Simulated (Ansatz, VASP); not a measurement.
# Two plane-wave programs on Ba

The input INCAR:

```
SYSTEM = Ba
  PREC = Accurate
  ENCUT = 520
  EDIFF = 1E-6
  ISMEAR = -1
  SIGMA = 0.1
  LREAL = .FALSE.
  LASPH = .TRUE.
  NELM = 100
  ALGO = Normal
  ISIF = 2
  LWAVE = .FALSE.
  LCHARG = .FALSE.
  GGA = B5
  ALDAX = 1.0
  AGGAX = 1.0
  AGGAC = 1.0
  ALDAC = 0.0
  NBANDS = 17
```

Contents of KPOINTS:

```
regular mesh
0
G
  10 10 7
  0 0 0
```

POSCAR

```
Ba
1.0
   -3.8235972942      3.8228382067      2.0585575446
    3.8228382067     -3.8235972942      2.0585575446
    3.8254469428      3.8254469428     -2.0599478147
Ba
2
Direct
    0.9999757319      0.0000242681      0.0000000000
    0.7500242681      0.2499757319      0.5000000000
```

Input for Ansatz:

```yaml
crystal:
  lattice:
    - [-3.8235972942, 3.8228382067, 2.0585575446]
    - [3.8228382067, -3.8235972942, 2.0585575446]
    - [3.8254469428, 3.8254469428, -2.0599478147]
  atoms:
    - { symbol: Ba, position: [0.9999757319, 2.42681e-05, 0.0] }
    - { symbol: Ba, position: [0.7500242681, 0.2499757319, 0.5] }
hamiltonian:
  xc: blyp
  pseudopotentials:
    kind: paw
    azcp:
      Ba: "pseudopotentials/Ba.paw.azcp"
basis:
  ecutwfc: 420
  fft_grid_basis: typed
kpoints:
  mp_grid: { grid: [10, 10, 7], shift: [0, 0, 0] }
magnetization:
  spin_polarized: false
scf:
  occupations: { method: fermi_dirac, width: 0.1 }
  lower_state_search: "off"
output:
  stress: true
```

Alike in both runs: task single point; functional BLYP; k mesh 10 × 10 × 7; occupations fermi-dirac, width 0.1 eV; no spin polarisation.

|  | VASP | Ansatz |
| --- | --- | --- |
| version | VASP 6.6.1 | Ansatz 0.2.0 |
| potentials or method | VASP PAW PBE potentials, release 64 (Ba_sv), cutoff 520 eV | plane waves (420 eV) with PAW, scalar-relativistic |
| valence electrons in the cell | 20 | 20 |

|  | VASP | Ansatz | Ansatz less VASP |
| --- | --- | --- | --- |
| pressure (GPa) | 0.7 | 0.7 | -0.09 |
| traceless stress, the component that is largest in VASP (GPa) | 0.04 | 0.06 | +0.016 |

VASP's potentials were made for PBE, not for BLYP.

Spin-orbit coupling is off throughout.
